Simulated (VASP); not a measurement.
Set up this calculation in VASP 6.6.1, as the native input.

- Task: single point
- Functional: PBE
- Potentials or basis: VASP PAW PBE potentials, release 64 (Ba_sv)
- Cutoff: 520 eV
- k mesh: 16 × 16 × 16
- Occupations: gaussian, width 0.15 eV
- Spin: no spin polarisation
- Dipole correction: no
- Further INCAR settings: ALGO = Fast; EDIFF = 1e-06; NBANDS = 11

The structure of Ba lies in POSCAR:

```
Ba
1.0
   -2.7158668521      2.7158668521      2.1183761447
    2.7158668521     -2.7158668521      2.1183761447
    2.7158668521      2.7158668521     -2.1183761447
Ba
1
Direct
    0.0000000000      0.0000000000      0.0000000000
```

This cell differs from its parent crystal: ratio of the length along z to the lengths across it x 0.78, volume and fractional coordinates fixed.

The input as run:

INCAR

```
SYSTEM = Ba
PREC = Accurate
ENCUT = 520
EDIFF = 1E-6
ISMEAR = 0
SIGMA = 0.15
LREAL = .FALSE.
LASPH = .TRUE.
NELM = 60
ALGO = Fast
ISIF = 2
LWAVE = .FALSE.
LCHARG = .FALSE.
GGA = PE
NBANDS = 11
```

KPOINTS

```
regular mesh
0
G
  16 16 16
  0 0 0
```

Potentials or basis: VASP PAW PBE potentials, release 64 (Ba_sv).

Command:

```sh
$ cat potpaw_PBE.64/Ba_sv/POTCAR > POTCAR
$ mpirun -np 1 vasp_std > vasp.out
```

Results of the run:

The pressure is 0.3 GPa and the band gap on the k mesh is zero (bands 5 and 6 overlap by 0.76 eV).

Caveat: spin-orbit coupling is left out, which moves the levels of the heavy elements.

It took 2.1 min on 1 thread of Intel(R) Xeon(R) Platinum 8488C (Sapphire Rapids) (shared host), peak memory 0.38 GiB.
